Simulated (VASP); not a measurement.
Set up this calculation in VASP 6.6.1, as the native input.

| Item | Value |
| --- | --- |
| Task | relaxation of shape and atoms at fixed volume |
| Functional | PBE |
| Potentials or basis | VASP PAW PBE potentials, release 64 (Si, N) |
| Cutoff | 600 eV |
| k mesh | 6 × 4 × 10 |
| Occupations | gaussian, width 0.02 eV |
| Spin | no spin polarisation |
| Dipole correction | no |
| Further INCAR settings | ALGO = Normal; EDIFF = 1e-07; IBRION = 2; EDIFFG = -0.01; NSW = 50; ISIF = 4 |

The structure of SiN lies in POSCAR:

```
SiN
1.0
    4.7813599278      0.0000000000      0.0000000000
    0.0000000000      7.2007564502      0.0000000000
    0.0000000000      0.0000000000      2.8742185935
Si N
4 4
Direct
    0.9628111454      0.8389348805      0.0000000000
    0.4628111454      0.6610651195      0.5000000000
    0.0371888546      0.1610651195      0.0000000000
    0.5371888546      0.3389348805      0.5000000000
    0.2837904855      0.7243316361      0.0000000000
    0.7837904855      0.7756683639      0.5000000000
    0.7162095145      0.2756683639      0.0000000000
    0.2162095145      0.2243316361      0.5000000000
```

This cell differs from its parent crystal: volume scaled by 0.97.

These files were run (other wordings do the same):

INCAR

```
SYSTEM = SiN
  PREC = Accurate
  ENCUT = 600
  EDIFF = 1E-7
  ISMEAR = 0
  SIGMA = 0.02
  LREAL = .FALSE.
  LASPH = .TRUE.
  NELM = 100
  ALGO = Normal
  ISIF = 4
  LWAVE = .FALSE.
  LCHARG = .FALSE.
  GGA = PE
  IBRION = 2
  NSW = 50
  EDIFFG = -0.01
```

KPOINTS

```
regular mesh
0
G
  6 4 10
  0 0 0
```

Potentials or basis: VASP PAW PBE potentials, release 64 (Si, N).

Run with:

```bash
$ cat potpaw_PBE.64/Si/POTCAR potpaw_PBE.64/N/POTCAR > POTCAR
$ mpirun -np 1 vasp_std > vasp.out
```

It gave:

* Energy gained by relaxing: 1.5 meV/atom
* Ionic steps: 31
* Pressure after relaxing: 4.3 GPa
* Largest force after relaxing: 0.010 eV/Å
* Band gap on the k mesh: 1.62 eV, indirect (least direct gap 2.24 eV)

It took 18 min on 1 thread of Intel(R) Xeon(R) 6975P-C (Granite Rapids), with other jobs on the host, peak memory 0.32 GiB.
